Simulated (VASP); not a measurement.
# Bi2Se3 (R-3m) in VASP: further runs

Runs on Bi2Se3. Level: PBE+TS. Tasks: single point.

Program: VASP 6.6.1. These are calculated values, not measurements. Logs are shortened: lines on timing, memory, paths and dates and some standing lists are left out, and cuts for length are marked.

## (1) The cell of the first run

The structure is trigonal, space group R-3m (No. 166). The conventional cell has a = 4.143 Å, b = 4.143 Å, c = 28.636 Å, α = 90.00°, β = 90.00°, γ = 120.00°. Within 3.8 Å of Bi (site symmetry 3m) lie 6 Se at 2.85 to 3.07 Å. Se (site symmetry 3m) has 3 Bi at 2.85 Å and 3 Se at 3.52 Å within 3.8 Å. Within 4.3 Å of Se (site symmetry -3m) lie 6 Bi at 3.07 Å and 12 Se at 4.14 to 4.23 Å.

## (2) Single point, PBE+TS

Contents of INCAR:

```
  PREC = Accurate
  ENCUT = 520
  EDIFF = 1E-7
  ISMEAR = 0
  SIGMA = 0.02
  LREAL = F
  LASPH = T
  ALGO = Normal
  NELM = 100
  ISIF = 2
  LWAVE = F
  LCHARG = F
  IVDW = 2
```

Contents of KPOINTS:

```
k-points
0
Gamma
  6 6 6
```

Contents of POSCAR:

```
Bi2Se3
1.0
    2.0715000000      1.1959810826      9.5453333333
   -2.0715000000      1.1959810826      9.5453333333
    0.0000000000     -2.3919621653      9.5453333333
Bi Se
2 3
Direct
    0.5992000000      0.5992000000      0.5992000000
    0.4008000000      0.4008000000      0.4008000000
    0.7883000000      0.7883000000      0.7883000000
    0.2117000000      0.2117000000      0.2117000000
    0.0000000000      0.0000000000      0.0000000000
```

Potentials or basis: VASP PAW PBE potentials, release 64 (Bi_d, Se).

Launch:

```
$ cat potpaw_PBE.64/Bi_d/POTCAR potpaw_PBE.64/Se/POTCAR > POTCAR
$ mpirun -np 1 vasp_std > vasp.out
```

OUTCAR:

```text
PREC = Accurate
   ENCUT = 520
   EDIFF = 1E-7
   ISMEAR = 0
   LREAL = F
   LASPH = T
   NELM = 100
   ISIF = 2
   IVDW = 2
  IVDW =   2

 Found     32 irreducible k-points:

 Following reciprocal coordinates:
            Coordinates               Weight
  0.000000  0.000000  0.000000      1.000000
  0.166667  0.000000 -0.000000      6.000000
  0.333333 -0.000000 -0.000000      6.000000
  0.500000  0.000000 -0.000000      3.000000
  0.166667  0.166667 -0.000000      6.000000
  0.333333  0.166667 -0.000000     12.000000
   k-points           NKPTS =     32   k-points in BZ     NKDIM =     32   number of bands    NBANDS=     28
   number of dos      NEDOS =    301   number of ions     NIONS =      5
   total plane-waves  NPLWV = 512000
   dimension x,y,z NGX =    80 NGY =   80 NGZ =   80
   dimension x,y,z NGXF=   160 NGYF=  160 NGZF=  160
   ions per type =               2   3
   NGX,Y,Z   is equivalent  to a cutoff of  13.52, 13.52, 13.52 a.u.
   NGXF,Y,Z  is equivalent  to a cutoff of  27.03, 27.03, 27.03 a.u.
 SYSTEM =  unknown system
   PREC   = accura    normal or accurate (medium, high low for compatibility)
   ISTART =      0    job   : 0-new  1-cont  2-samecut
   ICHARG =      2    charge: 1-file 2-atom 10-const
   ISPIN  =      1    spin polarized calculation?
   LNONCOLLINEAR =      F non collinear calculations
   LSORBIT =      F    spin-orbit coupling
   LASPH  =      T    aspherical Exc in radial PAW
   ENCUT  =  520.0 eV  38.22 Ry    6.18 a.u.  18.30 18.30 18.30*2*pi/ulx,y,z
   NELM   =    100;   NELMIN=  2; NELMDL= -5     # of ELM steps
   EDIFF  = 0.1E-06   stopping-criterion for ELM
   LREAL  =      F    real-space projection
   EDIFFG = 0.1E-05   stopping-criterion for IOM
   NSW    =      0    number of steps for IOM
   IBRION =     -1    ionic relax: 0-MD 1-quasi-New 2-CG
   NFREE  =      0    steps in history (QN), initial steepest desc. (CG)
   ISIF   =      2    stress and relaxation
   ISYM   =      2    0-nonsym 1-usesym 2-fastsym
   POTIM  = 0.5000    time-step for ionic-motion
   TEBEG  =    0.0;   TEEND  =   0.0 temperature during run

   SCALEE = 1.0000    scale energy and forces
   PSTRESS=    0.0 pullay stress
   NELECT =      48.0000    total number of electrons
   NUPDOWN=      -1.0000    fix difference up-down
   EMIN   =  10.00;   EMAX   =-10.00  energy-range for DOS
   EFERMI =   0.00;   METHOD = LEGACY
   ISMEAR =     0;   SIGMA  =   0.02  broadening in eV -4-tet -1-fermi 0-gaus
   EFERMI_NEDOS =   21; number of points for ismear=-14 and -15
   IALGO  =     38    algorithm
   IMIX   =      4    mixing-type and parameters
     AMIX     =   0.40;   BMIX     =  1.00
     AMIX_MAG =   1.60;   BMIX_MAG =  1.00
  volume/ion in A,a.u.               =      28.38       191.50
  Fermi-wavevector in a.u.,A,eV,Ry     =   1.140700  2.155610 17.703848  1.301196
  Thomas-Fermi vector in A             =   2.277401
   LORBIT       =      0    0 simple, 1 ext, 2 COOP (PROOUT), +10 PAW based schemes
   GGA     = PE    functional components
   LHFCALC =     F    Hartree Fock is set to
   AEXX    =    0.0000 exact exchange contribution
   IVDW    =     2    specifies the selected vdW correction
   LEPSILON=     F    determine dielectric tensor
   LRPA    =     F    only Hartree local field effects (RPA)

   CSHIFT  =0.1000    complex shift for real part using Kramers Kronig

   OMEGAMAX=  -1.0    maximum frequency
 non-spin polarized calculation
 Gauss-broadening in eV      SIGMA  =   0.02
  energy-cutoff  :      520.00
  volume of cell :      141.89
 maximum number of plane-waves:      3848
 NGX is ok and might be reduce to    80
   NGX = 37   NGY = 37   NGZ = 37

 number of electron      47.9999997 magnetization

 Free energy of the ion-electron system (eV)
  ---------------------------------------------------
  ext. energy  EPLUGINS =         0.00000000
  ---------------------------------------------------
  free energy    TOTEN  =       -20.15623982 eV

  energy without entropy =      -20.15623982  energy(sigma->0) =      -20.15623982

 E-fermi :   5.0506     XC(G=0):  -9.4971

 val. band max:        4.9661772414   @ k =   0.0000   0.0000   0.0000
 cond. band min:       5.1846484741   @ k =   0.0000   0.0000   0.0000
 fundamental gap:      0.2184712327
 Fermi energy:         5.0505892331

 k-point     1 :       0.0000    0.0000    0.0000
  band No.  band energies     occupation
      1     -18.1612      2.00000
      2     -18.1612      2.00000
      3     -18.1595      2.00000
      4     -18.1595      2.00000
      5     -18.1529      2.00000
      6     -18.1503      2.00000
      7     -18.1409      2.00000
      8     -18.1409      2.00000
      9     -18.1382      2.00000
     10     -18.1382      2.00000
     11      -9.4757      2.00000
     12      -8.7499      2.00000
     13      -7.8714      2.00000
     14      -4.5553      2.00000
     15      -3.7916      2.00000
     16       2.7748      2.00000
     17       2.8528      2.00000
     18       3.0914      2.00000
     19       3.0914      2.00000
     20       3.0956      2.00000
     21       3.0956      2.00000
     22       3.7547      2.00000
     23       3.7547      2.00000
     24       4.9662      2.00000
     25       5.1846      0.00000
     26       6.3632      0.00000
     27       6.3632      0.00000
     28       7.0935      0.00000

 k-point     2 :       0.1667    0.0000   -0.0000
  band No.  band energies     occupation
      1     -18.1651      2.00000
      2     -18.1627      2.00000
      3     -18.1550      2.00000
      4     -18.1533      2.00000
      5     -18.1492      2.00000
      6     -18.1467      2.00000
      7     -18.1440      2.00000
      8     -18.1416      2.00000
      9     -18.1412      2.00000
     10     -18.1381      2.00000
     11      -9.2245      2.00000
     12      -8.5383      2.00000
     13      -7.7279      2.00000
     14      -4.7291      2.00000
     15      -4.0792      2.00000
     16       1.6092      2.00000
     17       1.7141      2.00000
     18       2.3077      2.00000
     19       2.4216      2.00000
     20       3.0071      2.00000
     21       3.6557      2.00000
     22       3.6688      2.00000
     23       3.8811      2.00000
     24       4.2887      2.00000
     25       6.3187      0.00000
     26       6.7413      0.00000
     27       7.0449      0.00000
     28       7.1671      0.00000

 k-point     3 :       0.3333   -0.0000   -0.0000
  band No.  band energies     occupation
      1     -18.1752      2.00000
      2     -18.1711      2.00000
      3     -18.1528      2.00000
      4     -18.1483      2.00000
      5     -18.1482      2.00000
      6     -18.1452      2.00000
      7     -18.1386      2.00000
      8     -18.1364      2.00000
      9     -18.1353      2.00000
     10     -18.1347      2.00000
     11      -8.5207      2.00000
     12      -8.0194      2.00000
     13      -7.4320      2.00000
     14      -5.3609      2.00000
     15      -4.7999      2.00000
     16       0.1414      2.00000
     17       1.2230      2.00000
     18       1.6005      2.00000
     19       1.8557      2.00000
     20       2.2475      2.00000
     21       2.5620      2.00000
     22       3.5050      2.00000
     23       3.7353      2.00000
     24       4.4025      2.00000
     25       5.9940      0.00000
     26       7.0429      0.00000
     27       7.3190      0.00000
     28       8.0109      0.00000

 k-point     4 :       0.5000    0.0000   -0.0000
  band No.  band energies     occupation
      1     -18.1809      2.00000
      2     -18.1758      2.00000
      3     -18.1555      2.00000
      4     -18.1506      2.00000
      5     -18.1486      2.00000
      6     -18.1440      2.00000
      7     -18.1339      2.00000
      8     -18.1306      2.00000
      9     -18.1305      2.00000
     10     -18.1296      2.00000
     11      -7.7394      2.00000
     12      -7.6251      2.00000
     13      -7.5900      2.00000
     14      -5.7601      2.00000
     15      -5.3881      2.00000
     16      -0.4681      2.00000
     17       1.4435      2.00000
     18       1.5187      2.00000
     19       1.6501      2.00000
     20       1.9428      2.00000
     21       1.9720      2.00000
     22       2.8171      2.00000
     23       3.7285      2.00000
     24       4.4097      2.00000
     25       5.8055      0.00000
     26       6.8939      0.00000
     27       7.9299      0.00000
     28       8.1180      0.00000

 k-point     5 :       0.1667    0.1667   -0.0000
  band No.  band energies     occupation
      1     -18.1651      2.00000
      2     -18.1627      2.00000
      3     -18.1551      2.00000
      4     -18.1533      2.00000
      5     -18.1492      2.00000
      6     -18.1466      2.00000
      7     -18.1440      2.00000
      8     -18.1416      2.00000
      9     -18.1413      2.00000
     10     -18.1381      2.00000
     11      -9.2165      2.00000
     12      -8.5623      2.00000
     13      -7.7066      2.00000
     14      -4.7361      2.00000
     15      -4.0826      2.00000
     16       1.5053      2.00000
     17       1.9538      2.00000
     18       2.2697      2.00000
     19       2.3908      2.00000
     20       3.0906      2.00000
     21       3.3180      2.00000
     22       3.6051      2.00000
     23       4.1174      2.00000
     24       4.3417      2.00000
     25       6.2339      0.00000
     26       6.6210      0.00000
     27       6.9120      0.00000
     28       7.3009      0.00000

 k-point     6 :       0.3333    0.1667   -0.0000
  band No.  band energies     occupation
      1     -18.1688      2.00000
      2     -18.1659      2.00000
      3     -18.1518      2.00000
      4     -18.1510      2.00000
      5     -18.1478      2.00000
      6     -18.1478      2.00000
      7     -18.1421      2.00000
      8     -18.1419      2.00000
      9     -18.1370      2.00000
     10     -18.1346      2.00000
     11      -8.7313      2.00000
     12      -8.1978      2.00000
     13      -7.4756      2.00000
     14      -5.0906      2.00000
     15      -4.6614      2.00000
     16       0.7251      2.00000
     17       1.0405      2.00000
     18       1.5400      2.00000
     19       2.1426      2.00000
     20       2.1927      2.00000
     21       2.5931      2.00000
     22       3.6834      2.00000
     23       4.2505      2.00000
     24       4.2954      2.00000
     25       6.4124      0.00000
     26       6.6626      0.00000
     27       7.2591      0.00000
     28       8.0292      0.00000

 [... further k-points ...]

------------------------ aborting loop because EDIFF is reached ----------------------------------------

  Hirshfeld charges:
            ion         q(e)
   ------------------------------
      1     Bi       0.26184591
      2     Bi       0.26184591
      3     Se      -0.14867364
      4     Se      -0.14867364
      5     Se      -0.22634454

  Tkatchenko/Scheffler method for vdW energy calculation

  Number of pair interactions contributing to vdW energy:   55470

  Edisp (eV):   -1.13121

  FORCE on cell =-STRESS in cart. coord.  units (eV):
  Direction    XX          YY          ZZ          XY          YZ          ZX
  --------------------------------------------------------------------------------------
  -------------------------------------------------------------------------------------
  Total       1.63916     1.63916     0.95446     0.00000    -0.00000     0.00000
  in kB      18.50888    18.50888    10.77744     0.00000    -0.00000     0.00000
  external pressure =       15.93 kB  Pullay stress =        0.00 kB

 VOLUME and BASIS-vectors are now :
 -----------------------------------------------------------------------------
  energy-cutoff  :      520.00
  volume of cell :      141.89
      direct lattice vectors                 reciprocal lattice vectors
     2.071500000  1.195981083  9.545333333     0.241370987  0.139355604  0.034921078
    -2.071500000  1.195981083  9.545333333    -0.241370987  0.139355604  0.034921078
     0.000000000 -2.391962165  9.545333333     0.000000000 -0.278711209  0.034921078

 POSITION                                       TOTAL-FORCE (eV/Angst)
 -----------------------------------------------------------------------------------
      0.00000     -0.00000     17.15869         0.000000     -0.000000      0.171060
      0.00000     -0.00000     11.47731         0.000000      0.000000     -0.171060
      0.00000     -0.00000     22.57376         0.000000     -0.000000      0.181239
      0.00000     -0.00000      6.06224         0.000000      0.000000     -0.181239
      0.00000      0.00000      0.00000         0.000000      0.000000     -0.000000
 -----------------------------------------------------------------------------------
    total drift:                                0.000000      0.000000     -0.000000

  FREE ENERGIE OF THE ION-ELECTRON SYSTEM (eV)
  ---------------------------------------------------
  free  energy   TOTEN  =       -21.2874526183 eV

  energy  without entropy=      -21.2874526183  energy(sigma->0) =      -21.28745262
```

It took 6.7 min on 1 thread of Intel Xeon 6975P-C (Granite Rapids), shared host; peak memory 0.93 GiB.

What came out:

```
Free energy                : -21.2875 eV
Pressure                   : 1.6 GPa
Largest force              : 0.181 eV/Å
Band gap on the k mesh     : 0.22 eV
Hirshfeld charges          : Bi +0.26; Se -0.15, -0.23 (each value once) e
Dispersion energy per atom : -0.226 eV
```

Forces in eV/Å, atoms in the order of the input:
```
Bi   0.000  0.000  0.171
Bi   0.000  0.000 -0.171
Se   0.000  0.000  0.181
Se   0.000  0.000 -0.181
Se   0.000  0.000  0.000
```

Levels at points of the mesh, in eV from the valence-band top:
| k point | band 22 | band 23 | band 24 | band 25 | band 26 | band 27 |
| --- | --- | --- | --- | --- | --- | --- |
| (0.00, 0.00, 0.00) | -1.21 | -1.21 | 0.00 | 0.22 | 1.40 | 1.40 |
| (0.50, 0.00, 0.00) | -2.15 | -1.24 | -0.56 | 0.84 | 1.93 | 2.96 |
| (0.50, 0.50, 0.00) | -1.88 | -1.64 | -1.00 | 1.34 | 1.95 | 2.60 |
| (0.50, 0.50, 0.50) | -1.38 | -1.38 | -0.44 | 0.63 | 1.70 | 1.70 |

Caveat: spin-orbit coupling is left out, which moves the levels of the heavy elements. A k mesh can miss the band edges.

## (3) Single point, PBE+TS

INCAR, as its differences from that of step 2:

```diff
@@ -13 +13,2 @@
   IVDW = 2
+  LVDWSCS = T
```

KPOINTS is that of step 2.

POSCAR is that of step 2.

Potentials or basis: VASP PAW PBE potentials, release 64 (Bi_d, Se).

Launch:

```
$ cat potpaw_PBE.64/Bi_d/POTCAR potpaw_PBE.64/Se/POTCAR > POTCAR
$ mpirun -np 1 vasp_std > vasp.out
```

OUTCAR:

```text
PREC = Accurate
   ENCUT = 520
   EDIFF = 1E-7
   ISMEAR = 0
   LREAL = F
   LASPH = T
   NELM = 100
   ISIF = 2
   IVDW = 2
  IVDW =   2

 Found     32 irreducible k-points:

 Following reciprocal coordinates:
            Coordinates               Weight
  0.000000  0.000000  0.000000      1.000000
  0.166667  0.000000 -0.000000      6.000000
  0.333333 -0.000000 -0.000000      6.000000
  0.500000  0.000000 -0.000000      3.000000
[... 286 lines left out ...]

  FORCE on cell =-STRESS in cart. coord.  units (eV):
  Direction    XX          YY          ZZ          XY          YZ          ZX
  --------------------------------------------------------------------------------------
  -------------------------------------------------------------------------------------
  Total       1.57382     1.57382     1.02017     0.00000    -0.00000     0.00000
  in kB      17.77112    17.77112    11.51949     0.00000    -0.00000     0.00000
  external pressure =       15.69 kB  Pullay stress =        0.00 kB

 VOLUME and BASIS-vectors are now :
 -----------------------------------------------------------------------------
  energy-cutoff  :      520.00
  volume of cell :      141.89
      direct lattice vectors                 reciprocal lattice vectors
     2.071500000  1.195981083  9.545333333     0.241370987  0.139355604  0.034921078
    -2.071500000  1.195981083  9.545333333    -0.241370987  0.139355604  0.034921078
     0.000000000 -2.391962165  9.545333333     0.000000000 -0.278711209  0.034921078

 POSITION                                       TOTAL-FORCE (eV/Angst)
 -----------------------------------------------------------------------------------
      0.00000     -0.00000     17.15869         0.000000     -0.000000      0.180877
      0.00000     -0.00000     11.47731         0.000000      0.000000     -0.180877
      0.00000     -0.00000     22.57376         0.000000     -0.000000      0.156455
      0.00000     -0.00000      6.06224         0.000000      0.000000     -0.156455
      0.00000      0.00000      0.00000         0.000000     -0.000000      0.000000
 -----------------------------------------------------------------------------------
    total drift:                                0.000000      0.000000     -0.000000

  FREE ENERGIE OF THE ION-ELECTRON SYSTEM (eV)
  ---------------------------------------------------
  free  energy   TOTEN  =       -21.1815793675 eV

  energy  without entropy=      -21.1815793675  energy(sigma->0) =      -21.18157937
```

stdout:

```text
POSCAR found type information on POSCAR BiSe
 POSCAR found :  2 types and       5 ions
 scaLAPACK will be used
 LDA part: xc-table for (Slater+PW92), standard interpolation
 POSCAR, INCAR and KPOINTS ok, starting setup
 FFT: planning ... GRIDC
 FFT: planning ... GRID_SOFT
 FFT: planning ... GRID
 WAVECAR not read
 entering main loop
 augmentation electrons   48.0225183261791
 total        electrons   48.0225183261791
 augmentation electrons   218.540983104228
 total        electrons   218.540983104228
 augmentation electrons   8.26128452159087
 soft         electrons   39.7612335208518
 total        electrons   48.0225180424426
 translations:           2           2           2
```

Run time: 7.3 min. Hardware: 1 thread of Intel Xeon 6975P-C (Granite Rapids), shared host; peak memory 0.94 GiB.

Results:

| Quantity | Value |
| --- | --- |
| Free energy | -21.1816 eV |
| Pressure | 1.6 GPa |
| Largest force | 0.181 eV/Å |
| Band gap on the k mesh | 0.22 eV |
| Hirshfeld charges | Bi +0.26; Se -0.15, -0.23 (each value once) e |
| Dispersion energy per atom | -0.205 eV |

Forces on the atoms (eV/Å):
```
Bi   0.000  0.000  0.181
Bi   0.000  0.000 -0.181
Se   0.000  0.000  0.156
Se   0.000  0.000 -0.156
Se   0.000  0.000  0.000
```

Levels at points of the mesh, in eV from the valence-band top:
```tsv
k point	band 20	band 21	band 22	band 23	band 24	band 25	band 26	band 27	band 28
(0.00, 0.00, 0.00)	-1.87	-1.87	-1.21	-1.21	0.00	0.22	1.40	1.40	2.13
(0.50, 0.00, 0.00)	-3.02	-2.99	-2.15	-1.24	-0.56	0.84	1.93	2.96	3.15
(0.50, 0.50, 0.00)	-2.58	-1.89	-1.88	-1.64	-1.00	1.34	1.95	2.60	2.99
(0.50, 0.50, 0.50)	-1.63	-1.55	-1.38	-1.38	-0.44	0.63	1.70	1.70	2.06
```

Caveat: spin-orbit coupling is left out, which moves the levels of the heavy elements.
